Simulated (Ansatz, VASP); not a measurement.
# One calculation of CsO, two programs

The input INCAR:

```
ALGO     = Normal         # electronic algorithm
EDIFF    = 1E-6           # SCF threshold, eV
ENCUT    = 520            # plane-wave cutoff, eV
ISIF     = 2              # what is computed and relaxed
ISMEAR   = 0              # smearing method
LASPH    = T              # aspherical terms in the spheres
LCHARG   = T              # write CHGCAR
LELF     = T              # ELF
LREAL    = F              # projectors in reciprocal space
LVHAR    = T            
LWAVE    = F              # write WAVECAR
NBANDS   = 23             # bands
NELM     = 100            # most SCF steps
PREC     = Accurate       # precision mode
SIGMA    = 0.05           # smearing width, eV
```

The input KPOINTS:

```
k-points
0
Gamma
  8 8 8
```

File POSCAR:

```
CsO
1.0
   -2.2744525000      3.0462125000      3.7585000000
    2.2744525000     -3.0462125000      3.7585000000
    2.2744525000      3.0462125000     -3.7585000000
Cs O
2 2
Direct
    0.2500000000      0.2500000000      0.0000000000
    0.7500000000      0.7500000000      0.0000000000
    0.6200000000      0.0000000000      0.6200000000
    0.3800000000      0.0000000000      0.3800000000
```

Input for Ansatz:

```yaml
crystal:
  lattice:
    - [-2.2744525, 3.0462125, 3.7585]
    - [2.2744525, -3.0462125, 3.7585]
    - [2.2744525, 3.0462125, -3.7585]
  atoms:
    - { symbol: Cs, position: [0.25, 0.25, 0.0] }
    - { symbol: Cs, position: [0.75, 0.75, 0.0] }
    - { symbol: O, position: [0.62, 0.0, 0.62] }
    - { symbol: O, position: [0.38, 0.0, 0.38] }
basis:
  ecutwfc: 420
kpoints:
  mp_grid: { grid: [8, 8, 8] }
hamiltonian:
  xc: lda
scf:
  occupations: { method: gaussian, width: 0.05 }
output:
  forces: true
  stress: true
  eigenvalues: true
```

Change from the starting cell: strain +0.0525 x Voigt [1, -1, 0, 0, 0, 0], atoms carried along.

Alike in both runs: task single point; functional LDA; k mesh 8 × 8 × 8; occupations gaussian, width 0.05 eV; no spin polarisation.

|  | VASP | Ansatz |
| --- | --- | --- |
| version | VASP 6.6.1 | Ansatz 0.2.0 |
| potentials or method | VASP PAW LDA potentials, release 64 (Cs_sv, O), cutoff 520 eV | scalar-relativistic, plane waves, PAW |
| valence electrons in the cell | 30 | 30 |

```tsv
	VASP	Ansatz	Ansatz less VASP
gap on the k mesh at the Fermi level (eV)	1.34	1.33	-0.007
least direct gap on the mesh (eV)	1.35	1.33	-0.016
pressure (GPa)	-2.4	-2.8	-0.40
traceless stress, the component that is largest in VASP (GPa)	1.93	1.50	-0.436
rms of the force components (eV/Å)	0.186	0.136	-0.0509
```

LDA's correlation is that of Perdew and Zunger in VASP and of Perdew and Wang (1992) in Ansatz. Atom by atom the forces differ by 0.128 eV/Å (rms over components). One of these differences is far larger than is usual between the two programs; its cause wasn't traced.

Spin-orbit coupling is off throughout.
